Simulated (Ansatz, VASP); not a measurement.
# CsSnI3: VASP beside Ansatz

File INCAR:

```
  PREC = Accurate
  ENCUT = 520
  EDIFF = 1E-7
  ISMEAR = -1
  SIGMA = 0.05
  LREAL = False
  LASPH = True
  NELM = 80
  ALGO = Normal
  ISIF = 2
  LWAVE = False
  LCHARG = True
  GGA = PE
  LELF = True
  LVHAR = True
  NBANDS = 30
```

File KPOINTS:

```
Automatic mesh
0
Gamma
  5 5 5
```

Contents of POSCAR:

```
CsSnI3
1.0
    6.0790175149      0.0000000000      0.0000000000
    0.0000000000      6.0790175149      0.0000000000
    0.0000000000      0.0000000000      6.0790175149
Cs I Sn
1 3 1
Direct
    0.0000000000      0.0000000000      0.0000000000
    0.5000000000      0.5000000000      0.0000000000
    0.5000000000      0.0000000000      0.5000000000
    0.0000000000      0.5000000000      0.5000000000
    0.5000000000      0.5000000000      0.5000000000
```

The input input.yaml:

```yaml
crystal:
  lattice:
    - [6.0790175149, 0.0, 0.0]
    - [0.0, 6.0790175149, 0.0]
    - [0.0, 0.0, 6.0790175149]
  atoms:
    - { symbol: Cs, position: [0.0, 0.0, 0.0] }
    - { symbol: I, position: [0.5, 0.5, 0.0] }
    - { symbol: I, position: [0.5, 0.0, 0.5] }
    - { symbol: I, position: [0.0, 0.5, 0.5] }
    - { symbol: Sn, position: [0.5, 0.5, 0.5] }
hamiltonian:
  xc: pbe
  pseudopotentials: { kind: nc, accuracy: stringent }
kpoints:
  mp_grid: { grid: [5, 5, 5] }
scf:
  occupations: { method: fermi_dirac, width: 0.05 }
output:
  forces: true
  stress: true
  eigenvalues: true
  write_density: true
  write_potential: true
  elf: true
  volumetric_format: npy
```

Alike in both runs: task single point; functional PBE; k mesh 5 × 5 × 5; occupations fermi-dirac, width 0.05 eV; no spin polarisation.

```csv
,VASP,Ansatz
version,VASP 6.6.1,Ansatz 0.2.0
potentials or method,"VASP PAW PBE potentials, release 64 (Cs_sv, I, Sn_d)",PseudoDojo stringent (PBE files)
plane-wave cutoff (eV),520,1530
valence electrons in the cell,44,106
```

```csv
,VASP,Ansatz,Ansatz less VASP
gap on the k mesh at the Fermi level (eV),1.68,1.69,+0.004
least direct gap on the mesh (eV),1.68,1.69,+0.004
pressure (GPa),1.8,1.8,+0.01
```

VASP's potentials hold 44 valence electrons a cell and Ansatz's 106, so a difference there can come from the potentials and not from the codes.

Neither program's run includes spin-orbit coupling. Noted on Ansatz's run: odd divisions of the mesh miss points on the zone boundary, where band edges often lie, so the gap on the mesh can be too wide.
